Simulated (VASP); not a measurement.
Write the native input for VASP 6.6.1 that does the following.

```yaml
Task: single point
Functional: PBEsol
Potentials_or_basis: VASP PAW PBE potentials, release 64 (Cd)
Cutoff: 520 eV
k_mesh: 14 × 14 × 14
Occupations: methfessel-paxton, width 0.1 eV
Spin: no spin polarisation
Dipole_correction: no
Further_INCAR_settings: ALGO = Normal; EDIFF = 1e-06; NBANDS = 12
```

The structure of Cd lies in POSCAR:

```
Cd
1.0
    2.9068137204      0.0000000000      0.0000000000
    0.0000000000      2.9068137204      0.0000000000
    0.0000000000      0.0000000000      2.9068137204
Cd
1
Direct
    0.0000000000      0.0000000000      0.0000000000
```

This isn't the form of Cd at room conditions, which is hcp.

These files were run (other wordings do the same):

INCAR

```
PREC = Accurate
ENCUT = 520
EDIFF = 1E-6
ISMEAR = 1
SIGMA = 0.1
LREAL = False
LASPH = True
NELM = 80
ALGO = Normal
ISIF = 2
LWAVE = False
LCHARG = False
GGA = PS
NBANDS = 12
```

KPOINTS

```
regular mesh
0
Gamma
  14 14 14
```

Potentials or basis: VASP PAW PBE potentials, release 64 (Cd).

Command:

```console
$ cat potpaw_PBE.64/Cd/POTCAR > POTCAR
$ mpirun -np 1 vasp_std > vasp.out
```

Results of the run:

```yaml
Pressure: 0.3 GPa
Band_gap_on_the_k_mesh: zero (bands 6 and 7 overlap by 7.10 eV)
```

Caveat: the PAW data sets were made with another functional, which shifts forces and pressure a little.

It took 16 s on 1 thread of Intel(R) Xeon(R) Platinum 8488C (Sapphire Rapids), with other jobs on the host, peak memory 0.16 GiB.
